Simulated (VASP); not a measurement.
The system is BeS.

```
Be S
1.0
     3.46039    0.00000    0.00000
    -1.73019    2.99678    0.00000
     0.00000    0.00000    7.70406
Be S
2 2
Direct
  0.33333 0.66667 0.25000
  0.66667 0.33333 0.75000
  0.66667 0.33333 0.25000
  0.33333 0.66667 0.75000
```

- Program: VASP 6.6.1
- Task: relaxation of cell and atoms
- Functional: r2SCAN
- Potentials or basis: VASP PAW PBE potentials, release 64 (Be, S)
- Cutoff: 600 eV
- k mesh: 12 × 12 × 4
- Occupations: fermi-dirac, width 0.02 eV
- Spin: no spin polarisation

At the start: pressure -0.6 GPa; volume 19.97 Å³/atom.

**Question.** Where does the relaxation end?

**Answer.** Over 11 steps the energy falls by 5.6 meV/atom and the volume is 18.15 Å³/atom (-9.1 %); space group P6_3/mmc (No. 194, to 0.1 Å) before and after.

Step by step:
```tsv
step	energy change (eV)	largest force (eV/Å)	pressure (GPa)	volume (Å³)
1	0.0000	0.0000	-0.61	79.89
2	-0.0021	0.0000	0.01	79.02
3	-0.0021	0.0000	0.13	78.85
4	-0.0039	0.0000	0.13	78.50
5	-0.0089	0.0000	0.12	77.45
6	-0.0170	0.0000	0.14	75.35
7	-0.0211	0.0000	0.40	71.12
8	-0.0220	0.0000	0.27	72.56
9	-0.0221	0.0000	0.29	72.35
10	-0.0202	0.0000	-0.82	73.29
11	-0.0223	0.0000	0.00	72.59
```

Final structure:
```cif
data_structure
_symmetry_space_group_name_H-M 'P 1'
_symmetry_Int_Tables_number 1
_cell_length_a 3.4606
_cell_length_b 3.4606
_cell_length_c 6.9991
_cell_angle_alpha 90.000
_cell_angle_beta 90.000
_cell_angle_gamma 120.000
_cell_volume 72.59
loop_
_atom_site_label
_atom_site_type_symbol
_atom_site_fract_x
_atom_site_fract_y
_atom_site_fract_z
_atom_site_occupancy
Be1 Be 0.33333 0.66667 0.25000 1
Be2 Be 0.66667 0.33333 0.75000 1
S1 S 0.66667 0.33333 0.25000 1
S2 S 0.33333 0.66667 0.75000 1
```

Caveat: the PAW data sets were made with another functional, which shifts forces and pressure a little.
